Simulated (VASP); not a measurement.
# In3GaP4 (P-4m2) in VASP: single point with PBE

Aim: the single point of In3GaP4 with PBE.

Program: VASP 6.6.1. These are calculated values, not measurements. Logs are shortened: lines on timing, memory, paths and dates and some standing lists are left out, and cuts for length are marked.

**1. The cell of the first run**

The structure is tetragonal, space group P-4m2 (No. 115). The conventional cell has a = 4.127 Å, b = 4.127 Å, c = 11.740 Å, α = 90.00°, β = 90.00°, γ = 90.00°. In (site symmetry 2mm) has 4 P at 2.56 to 2.57 Å within 3.4 Å. Within 3.4 Å of In (site symmetry -4m2) lie 4 P at 2.56 Å. Within 3.2 Å of Ga (site symmetry -4m2) lie 4 P at 2.44 Å. Within 3.4 Å of P (site symmetry 2mm) lie 4 In at 2.56 Å. Within 3.2 Å of P (site symmetry 2mm) lie 2 Ga at 2.44 Å and 2 In at 2.57 Å.

**2. Single point, PBE**

INCAR

```
ALGO     = Normal         # electronic algorithm
EDIFF    = 1E-6           # SCF threshold, eV
ENCUT    = 520            # plane-wave cutoff, eV
GGA      = PE             # functional
ISIF     = 2              # what is computed and relaxed
ISMEAR   = 0              # smearing method
LASPH    = T              # aspherical terms in the spheres
LCHARG   = F              # write CHGCAR
LREAL    = F              # projectors in reciprocal space
LWAVE    = F              # write WAVECAR
NBANDS   = 46             # bands
NELM     = 100            # most SCF steps
PREC     = Accurate       # precision mode
SIGMA    = 0.02           # smearing width, eV
```

KPOINTS

```
k-points
0
Gamma
  10 10 4
```

POSCAR

```
In3GaP4
1.0
    4.1268334022      0.0000000000      0.0000000000
    0.0000000000      4.1268334022      0.0000000000
    0.0000000000      0.0000000000     11.7397796995
In Ga P
3 1 4
Direct
    0.0000000000      0.0000000000      0.7408587399
    0.5000000000      0.5000000000      0.0000000000
    0.0000000000      0.0000000000      0.2591412601
    0.5000000000      0.5000000000      0.5000000000
    0.5000000000      0.0000000000      0.8704023084
    0.0000000000      0.5000000000      0.1295976916
    0.5000000000      0.0000000000      0.3895503634
    0.0000000000      0.5000000000      0.6104496366
```

Potentials or basis: VASP PAW PBE potentials, release 64 (In_d, Ga_d, P).

On the command line:

```
$ cat potpaw_PBE.64/In_d/POTCAR potpaw_PBE.64/Ga_d/POTCAR potpaw_PBE.64/P/POTCAR > POTCAR
$ mpirun -np 1 vasp_std > vasp.out
```

OUTCAR:

```text
EDIFF = 1E-6
   ENCUT = 520
   GGA = PE
   ISIF = 2
   ISMEAR = 0
   LASPH = T
   LREAL = F
   NELM = 100
   PREC = Accurate

 ion  position               nearest neighbor table
   1  0.000  0.000  0.741-   5 2.56   5 2.56   8 2.57   8 2.57
   2  0.500  0.500  0.000-   5 2.56   6 2.56   5 2.56   6 2.56
   3  0.000  0.000  0.259-   6 2.56   6 2.56   7 2.57   7 2.57
   4  0.500  0.500  0.500-   7 2.44   8 2.44   7 2.44   8 2.44
   5  0.500  0.000  0.870-   1 2.56   1 2.56   2 2.56   2 2.56
   6  0.000  0.500  0.130-   3 2.56   3 2.56   2 2.56   2 2.56
   7  0.500  0.000  0.390-   4 2.44   4 2.44   3 2.57   3 2.57
   8  0.000  0.500  0.610-   4 2.44   4 2.44   1 2.57   1 2.57

  LATTYP: Found a simple tetragonal cell.
 ALAT       =     4.1268334022
 C/A-ratio  =     2.8447428222

  Lattice vectors:

 A1 = (   4.1268334022,   0.0000000000,   0.0000000000)
 A2 = (   0.0000000000,   4.1268334022,   0.0000000000)
 A3 = (   0.0000000000,   0.0000000000,  11.7397796995)

Analysis of symmetry for initial positions (statically):
=====================================================================
 Subroutine PRICEL returns:
 Original cell was already a primitive cell.

 Routine SETGRP: Setting up the symmetry group for a
 simple tetragonal supercell.

 Subroutine GETGRP returns: Found  8 space group operations
 (whereof  8 operations were pure point group operations)
 out of a pool of 16 trial point group operations.

The static configuration has the point symmetry D_2d.

Analysis of symmetry for dynamics (positions and initial velocities):
=====================================================================
 Subroutine PRICEL returns:
 Original cell was already a primitive cell.

 Routine SETGRP: Setting up the symmetry group for a
 simple tetragonal supercell.

 Subroutine GETGRP returns: Found  8 space group operations
 (whereof  8 operations were pure point group operations)
 out of a pool of 16 trial point group operations.

The dynamic configuration has the point symmetry D_2d.

 Subroutine INISYM returns: Found  8 space group operations
 (whereof  8 operations are pure point group operations),
 and found     1 'primitive' translations

----------------------------------------------------------------------------------------

                                     Primitive cell

  volume of cell :     199.9373

  direct lattice vectors                    reciprocal lattice vectors
     4.126833402  0.000000000  0.000000000     0.242316542  0.000000000  0.000000000
     0.000000000  4.126833402  0.000000000     0.000000000  0.242316542  0.000000000
     0.000000000  0.000000000 11.739779699     0.000000000  0.000000000  0.085180474

  length of vectors
     4.126833402  4.126833402 11.739779699     0.242316542  0.242316542  0.085180474

  position of ions in fractional coordinates (direct lattice)
     0.000000000  0.000000000  0.740858740
     0.500000000  0.500000000  0.000000000
     0.000000000  0.000000000  0.259141260
     0.500000000  0.500000000  0.500000000
     0.500000000  0.000000000  0.870402308
     0.000000000  0.500000000  0.129597692
     0.500000000  0.000000000  0.389550363
     0.000000000  0.500000000  0.610449637

  ion indices of the primitive-cell ions
   primitive index   ion index
                 1           1
                 2           2
                 3           3
                 4           4
                 5           5
                 6           6
                 7           7
                 8           8

----------------------------------------------------------------------------------------

 KPOINTS: k-points

Automatic generation of k-mesh.
 Grid dimensions read from file:
 generate k-points for:   10   10    4

 Generating k-lattice:

  Cartesian coordinates                     Fractional coordinates (reciprocal lattice)
     0.024231654  0.000000000  0.000000000     0.100000000  0.000000000  0.000000000
     0.000000000  0.024231654  0.000000000     0.000000000  0.100000000  0.000000000
     0.000000000  0.000000000  0.021295119     0.000000000  0.000000000  0.250000000

  Length of vectors
     0.024231654  0.024231654  0.021295119

  Shift w.r.t. Gamma in fractional coordinates (k-lattice)
     0.000000000  0.000000000  0.000000000

 Subroutine IBZKPT returns following result:
 ===========================================

 Found     63 irreducible k-points:

 Following reciprocal coordinates:
            Coordinates               Weight
  0.000000  0.000000  0.000000      1.000000
  0.100000  0.000000  0.000000      4.000000
  0.200000  0.000000  0.000000      4.000000
  0.300000  0.000000  0.000000      4.000000
  0.400000  0.000000  0.000000      4.000000
  0.500000  0.000000  0.000000      2.000000
[... 16 lines left out ...]
  0.100000  0.000000  0.250000      8.000000
  0.200000  0.000000  0.250000      8.000000
 [... further k-points ...]
   k-points           NKPTS =     63   k-points in BZ     NKDIM =     63   number of bands    NBANDS=     46
   number of dos      NEDOS =    301   number of ions     NIONS =      8
   total plane-waves  NPLWV =  92160
   dimension x,y,z NGX =    32 NGY =   32 NGZ =   90
   dimension x,y,z NGXF=    64 NGYF=   64 NGZF=  180
   ions per type =               3   1   4
   NGX,Y,Z   is equivalent  to a cutoff of  12.89, 12.89, 12.74 a.u.
   NGXF,Y,Z  is equivalent  to a cutoff of  25.78, 25.78, 25.49 a.u.
 SYSTEM =  unknown system
   PREC   = accura    normal or accurate (medium, high low for compatibility)
   ISTART =      0    job   : 0-new  1-cont  2-samecut
   ICHARG =      2    charge: 1-file 2-atom 10-const
   ISPIN  =      1    spin polarized calculation?
   LNONCOLLINEAR =      F non collinear calculations
   LSORBIT =      F    spin-orbit coupling
   LASPH  =      T    aspherical Exc in radial PAW
   ENCUT  =  520.0 eV  38.22 Ry    6.18 a.u.   7.67  7.67 21.83*2*pi/ulx,y,z
   NELM   =    100;   NELMIN=  2; NELMDL= -5     # of ELM steps
   EDIFF  = 0.1E-05   stopping-criterion for ELM
   LREAL  =      F    real-space projection
   EDIFFG = 0.1E-04   stopping-criterion for IOM
   NSW    =      0    number of steps for IOM
   IBRION =     -1    ionic relax: 0-MD 1-quasi-New 2-CG
   NFREE  =      0    steps in history (QN), initial steepest desc. (CG)
   ISIF   =      2    stress and relaxation
   ISYM   =      2    0-nonsym 1-usesym 2-fastsym
   POTIM  = 0.5000    time-step for ionic-motion
   TEBEG  =    0.0;   TEEND  =   0.0 temperature during run
   PSTRESS=    0.0 pullay stress
   NELECT =      72.0000    total number of electrons
   NUPDOWN=      -1.0000    fix difference up-down
   EMIN   =  10.00;   EMAX   =-10.00  energy-range for DOS
   EFERMI =   0.00;   METHOD = LEGACY
   ISMEAR =     0;   SIGMA  =   0.02  broadening in eV -4-tet -1-fermi 0-gaus
   EFERMI_NEDOS =   21; number of points for ismear=-14 and -15
   IALGO  =     38    algorithm
   IMIX   =      4    mixing-type and parameters
     AMIX     =   0.40;   BMIX     =  1.00
     AMIX_MAG =   1.60;   BMIX_MAG =  1.00
  volume/ion in A,a.u.               =      24.99       168.66
  Fermi-wavevector in a.u.,A,eV,Ry     =   1.164719  2.200999 18.457251  1.356570
  Thomas-Fermi vector in A             =   2.301253
   LORBIT       =      0    0 simple, 1 ext, 2 COOP (PROOUT), +10 PAW based schemes
   GGA     = PE    functional components
   LHFCALC =     F    Hartree Fock is set to
   AEXX    =    0.0000 exact exchange contribution
   IVDW    =     0    specifies the selected vdW correction
   LEPSILON=     F    determine dielectric tensor
   LRPA    =     F    only Hartree local field effects (RPA)
 non-spin polarized calculation
 Gauss-broadening in eV      SIGMA  =   0.02
  energy-cutoff  :      520.00
  volume of cell :      199.94
 maximum number of plane-waves:      5418
 NGX is ok and might be reduce to    32
   NGX = 15   NGY = 15   NGZ = 43

 number of electron      71.9999968 magnetization

 Free energy of the ion-electron system (eV)
  ---------------------------------------------------
  ext. energy  EPLUGINS =         0.00000000
  ---------------------------------------------------
  free energy    TOTEN  =       -34.20069998 eV

  energy without entropy =      -34.20069998  energy(sigma->0) =      -34.20069998

 E-fermi :   4.7713     XC(G=0):  -9.2164

 val. band max:        4.6598417299   @ k =   0.0000   0.0000   0.0000
 cond. band min:       5.2220458808   @ k =   0.0000   0.0000   0.0000
 fundamental gap:      0.5622041509
 Fermi energy:         4.7713008465

 k-point     1 :       0.0000    0.0000    0.0000
  band No.  band energies     occupation
      1      -9.9674      2.00000
      2      -9.9165      2.00000
      3      -9.9165      2.00000
      4      -9.8875      2.00000
      5      -9.8358      2.00000
      6      -9.6205      2.00000
[... 38 lines left out ...]
     45       8.6878      0.00000
     46       8.7142      0.00000

 k-point     2 :       0.1000    0.0000    0.0000
  band No.  band energies     occupation
      1      -9.9658      2.00000
      2      -9.9190      2.00000
      3      -9.9164      2.00000
      4      -9.8864      2.00000
      5      -9.8366      2.00000
      6      -9.6163      2.00000
[... 38 lines left out ...]
     45       8.7563      0.00000
     46       8.9757      0.00000

 k-point     3 :       0.2000    0.0000    0.0000
  band No.  band energies     occupation
      1      -9.9622      2.00000
      2      -9.9251      2.00000
      3      -9.9160      2.00000
      4      -9.8833      2.00000
      5      -9.8386      2.00000
      6      -9.6063      2.00000
[... 1018 lines left out ...]
     45       8.9152      0.00000
     46       8.9338      0.00000

 k-point    24 :       0.2000    0.0000    0.2500
  band No.  band energies     occupation
      1      -9.9622      2.00000
      2      -9.9252      2.00000
      3      -9.9160      2.00000
      4      -9.8833      2.00000
      5      -9.8386      2.00000
      6      -9.6075      2.00000
[... 38 lines left out ...]
     45       9.0693      0.00000
     46       9.4635      0.00000

 [... further k-points ...]

------------------------ aborting loop because EDIFF is reached ----------------------------------------

  FORCE on cell =-STRESS in cart. coord.  units (eV):
  Direction    XX          YY          ZZ          XY          YZ          ZX
  --------------------------------------------------------------------------------------
  -------------------------------------------------------------------------------------
  Total       -0.0519305     -0.0519305     -0.0319135      0.0000000      0.0000000      0.0000000
  in kB       -0.4161400     -0.4161400     -0.2557354      0.0000000      0.0000000      0.0000000
  external PRESSURE =      -0.3626718 kB  Pullay stress =       0.0000000 kB

 VOLUME and BASIS-vectors are now :
 -----------------------------------------------------------------------------
  energy-cutoff  :      520.00
  volume of cell :      199.94
      direct lattice vectors                 reciprocal lattice vectors
     4.126833402  0.000000000  0.000000000     0.242316542  0.000000000  0.000000000
     0.000000000  4.126833402  0.000000000     0.000000000  0.242316542  0.000000000
     0.000000000  0.000000000 11.739779699     0.000000000  0.000000000  0.085180474

 POSITION                                       TOTAL-FORCE (eV/Angst)
 -----------------------------------------------------------------------------------
      0.00000      0.00000      8.69752        -0.000000      0.000000      0.001217
      2.06342      2.06342      0.00000        -0.000000     -0.000000      0.000000
      0.00000      0.00000      3.04226         0.000000      0.000000     -0.001217
      2.06342      2.06342      5.86989        -0.000000     -0.000000      0.000000
      2.06342      0.00000     10.21833         0.000000      0.000000     -0.001014
      0.00000      2.06342      1.52145        -0.000000      0.000000      0.001014
      2.06342      0.00000      4.57324        -0.000000      0.000000     -0.005924
      0.00000      2.06342      7.16654        -0.000000      0.000000      0.005924
 -----------------------------------------------------------------------------------
    total drift:                                0.000000     -0.000000     -0.000000

  FREE ENERGIE OF THE ION-ELECTRON SYSTEM (eV)
  ---------------------------------------------------
  free  energy   TOTEN  =       -34.2006999842 eV

  energy  without entropy=      -34.2006999842  energy(sigma->0) =      -34.20069998
```

Run time: 19 min. Hardware: 1 thread of Intel Xeon 8259CL, shared host; peak memory 0.61 GiB.

Results:

| Property | Result |
| --- | --- |
| Free energy | -34.2007 eV |
| Pressure | 0.0 GPa |
| Largest force | 0.006 eV/Å |
| Band gap on the k mesh | 0.56 eV |

Forces in eV/Å, atoms in the order of the input:
```
In   0.000  0.000  0.001
In   0.000  0.000  0.000
In   0.000  0.000 -0.001
Ga   0.000  0.000  0.000
P    0.000  0.000 -0.001
P    0.000  0.000  0.001
P    0.000  0.000 -0.006
P    0.000  0.000  0.006
```

Caveat: spin-orbit coupling is left out, which moves the levels of the heavy elements.
